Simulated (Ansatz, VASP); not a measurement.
# Au: VASP beside Ansatz

POSCAR

```
Au
1.0
    2.8180352590      0.0000000000      0.0000000000
   -1.4090176295      2.4404901231      0.0000000000
    0.0000000000      0.0000000000      4.9863335876
Au
2
Direct
    0.3333333333      0.6666666667      0.7500000000
    0.6666666667      0.3333333333      0.2500000000
```

File INCAR.step1:

```
SYSTEM = Au
PREC     = Accurate       ! precision mode
ENCUT    = 520            ! plane-wave cutoff, eV
ISMEAR   = 0              ! smearing method
SIGMA    = 0.15           ! smearing width, eV
LREAL    = .FALSE.        ! projectors in reciprocal space
LASPH    = .TRUE.         ! aspherical terms in the spheres
NELM     = 80             ! most SCF steps
NBANDS   = 18             ! bands
GGA      = PE             ! functional
ALGO     = Normal         ! electronic algorithm
EDIFF    = 1E-4           ! SCF threshold, eV
LWAVE    = .TRUE.         ! write WAVECAR
LCHARG   = .FALSE.        ! write CHGCAR
```

INCAR.step2

```
SYSTEM = Au
PREC     = Accurate       ! precision mode
ENCUT    = 520            ! plane-wave cutoff, eV
EDIFF    = 1E-6           ! SCF threshold, eV
ISMEAR   = 0              ! smearing method
SIGMA    = 0.15           ! smearing width, eV
LREAL    = .FALSE.        ! projectors in reciprocal space
LASPH    = .TRUE.         ! aspherical terms in the spheres
NELM     = 80             ! most SCF steps
ALGO     = Normal         ! electronic algorithm
ISIF     = 2              ! what is computed and relaxed
LWAVE    = .FALSE.        ! write WAVECAR
LCHARG   = .FALSE.        ! write CHGCAR
METAGGA  = R2SCAN         ! meta-GGA
LMIXTAU  = .TRUE.       
NBANDS   = 18             ! bands
ISTART   = 1
```

File KPOINTS:

```
regular mesh
0
G
  24 24 12
  0 0 0
```

Input for Ansatz:

```yaml
crystal:
  lattice:
    - [2.818035259, 0.0, 0.0]
    - [-1.4090176295, 2.4404901231, 0.0]
    - [0.0, 0.0, 4.9863335876]
  atoms:
    - { symbol: Au, position: [0.3333333333, 0.6666666667, 0.75] }
    - { symbol: Au, position: [0.6666666667, 0.3333333333, 0.25] }
basis:
  ecutwfc: 500
kpoints:
  mp_grid: { grid: [24, 24, 12] }
hamiltonian:
  xc: r2scan
scf:
  occupations: { method: gaussian, width: 0.15 }
output:
  forces: true
  stress: true
  eigenvalues: true
```

Change from the starting cell: strain -0.025 along x and y, +0.025 along z, atoms carried along.

Alike in both runs: task single point; functional r2SCAN; k mesh 24 × 24 × 12; occupations gaussian, width 0.15 eV; no spin polarisation.

|  | VASP | Ansatz |
| --- | --- | --- |
| version | VASP 6.6.1 | Ansatz 0.2.0 |
| potentials or method | VASP PAW PBE potentials, release 64 (Au), cutoff 520 eV | scalar-relativistic, plane waves, PAW |
| valence electrons in the cell | 22 | 38 |

Ansatz gave:

```
gap on the k mesh at the Fermi level (eV)                     : none
pressure (GPa)                                                : 5.0
traceless stress, the component that is largest in VASP (GPa) : -3.00
```

**Question.** Estimate VASP's values.

**Answer.** gap on the k mesh at the Fermi level (eV): none; pressure (GPa): 5.3; traceless stress, the component that is largest in VASP (GPa): -3.11.

VASP's potentials were made for PBE, not for r2SCAN. A gap of «none» marks a metal or a gap that the smearing closes. The functional is the same, so the differences come from potentials, cutoffs and numerics. VASP's potentials hold 22 valence electrons a cell and Ansatz's 38, so a difference there can come from the potentials and not from the codes.

Neither program's run includes spin-orbit coupling.
